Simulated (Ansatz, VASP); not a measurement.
# Cd6Te in VASP and in Ansatz

```
CELL_PARAMETERS angstrom
8.73643 0.00000 0.00000
-4.36822 7.56597 0.00000
0.00000 0.00000 2.96818
ATOMIC_POSITIONS crystal
Cd 0.78241 0.21759 0.50000
Cd 0.78241 0.56482 0.50000
Cd 0.43518 0.21759 0.50000
Cd 0.21759 0.78241 0.50000
Cd 0.21759 0.43518 0.50000
Cd 0.56482 0.78241 0.50000
Te 0.00000 0.00000 0.50000
```

Alike in both runs: task relaxation of cell and atoms; functional PBE; k mesh 6 × 6 × 10; occupations gaussian, width 0.1 eV; no spin polarisation.

```csv
,VASP,Ansatz
version,VASP 6.6.1,Ansatz 0.2.0
potentials or method,"VASP PAW PBE potentials, release 64 (Cd, Te), cutoff 600 eV","scalar-relativistic, plane waves, PAW"
valence electrons in the cell,78,136
```

|  | VASP | Ansatz | Ansatz less VASP |
| --- | --- | --- | --- |
| gap on the k mesh at the Fermi level, each at its own relaxed structure (eV) | none | none | - |
| relaxed volume (Å³/atom) | 28.13 | 28.06 | -0.070 |
| relaxed cell length with the largest relative difference (Å) | 3.031 | 3.028 | -0.0029 |

A gap of «none» marks a metal or a gap that the smearing closes. VASP's potentials hold 78 valence electrons a cell and Ansatz's 136, so a difference there can come from the potentials and not from the codes.

Spin-orbit coupling is off throughout.
